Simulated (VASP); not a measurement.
A run of VASP 6.6.1 is set up as follows.

INCAR

```
SYSTEM = Hg
  ALGO = Normal
  EDIFF = 1E-6
  ENCUT = 550
  GGA = CA
  GGA_COMPAT = .False.
  ISIF = 2
  ISMEAR = -1
  LASPH = .True.
  LCHARG = .False.
  LREAL = .False.
  LWAVE = .False.
  NBANDS = 27
  NELM = 120
  PREC = Accurate
  SIGMA = 0.1
```

The input KPOINTS:

```
k-points
0
Gamma
  6 6 6
  0 0 0
```

POSCAR

```
Hg
1.0
    0.0000000000      2.8147447490      2.8147447490
    2.8147447490      0.0000000000      2.8147447490
    2.8147447490      2.8147447490      0.0000000000
Hg
2
Direct
    0.0000000000      0.0000000000      0.0000000000
    0.2500000000      0.2500000000      0.2500000000
```

Potentials or basis: VASP PAW LDA potentials, release 64 (Hg_sv_GW).

Command:

```sh
$ cat potpaw_LDA.64/Hg_sv_GW/POTCAR > POTCAR
$ mpirun -np 1 vasp_std > vasp.out
```

**Question.** Estimate the pressure.

**Answer.** 40.7 GPa.

**Question.** What does it give for the band gap on the k mesh?

**Answer.** Zero (bands 20 and 21 overlap by 8.29 eV).

Caveat: the cell stands under pressure; spin-orbit coupling is left out, which moves the levels of the heavy elements.
